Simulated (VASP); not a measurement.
# InNiF: single point with PBE

The system is InNiF.

```xyz
6
Lattice="3.5891 0.0000 0.0000 0.0000 3.5891 0.0000 0.0000 0.0000 6.6323" Properties=species:S:1:pos:R:3 pbc="T T T"
F     2.6918    0.8973    0.0000
F     0.8973    2.6918    0.0000
In    0.8973    0.8973    4.2488
In    2.6918    2.6918    2.3835
Ni    0.8973    0.8973    1.3872
Ni    2.6918    2.6918    5.2451
```

```yaml
Program: VASP 6.6.1
Task: single point
Functional: PBE
Potentials_or_basis: VASP PAW PBE potentials, release 64 (F, In_d, Ni)
Cutoff: 600 eV
k_mesh: 5 × 5 × 3
Occupations: gaussian, width 0.1984 eV
Spin: no spin polarisation
```

The pressure is -0.2 GPa. The largest force is 0.021 eV/Å. The band gap on the k mesh is 0.18 eV (least direct gap 0.45 eV).

Forces on the atoms (eV/Å):
```
F    0.000  0.000  0.000
F    0.000  0.000  0.000
In   0.000  0.000  0.020
In   0.000  0.000 -0.020
Ni   0.000  0.000 -0.021
Ni   0.000  0.000  0.021
```

Stress tensor (GPa, compression positive):
```
-0.16  0.00  0.00
 0.00 -0.16  0.00
 0.00  0.00 -0.40
```

Levels at points of the mesh, in eV from the valence-band top:
| k point | band 26 | band 27 | band 28 | band 29 | band 30 | band 31 | band 32 | band 33 | band 34 | band 35 |
| --- | --- | --- | --- | --- | --- | --- | --- | --- | --- | --- |
| (0.00, 0.00, 0.00) | -0.78 | -0.74 | -0.57 | -0.57 | -0.16 | 1.24 | 3.71 | 3.71 | 5.20 | 6.32 |

Wall time 40 s on 1 thread of AMD EPYC 7R13 Processor (Zen 3), on a shared host, peak memory 0.19 GiB.

Caveat: spin-orbit coupling is left out, which moves the levels of the heavy elements; an odd mesh through Γ misses points on the zone boundary, where band edges can lie. Spin polarisation is off, so any magnetic state and its effect on volume and gap are missing.
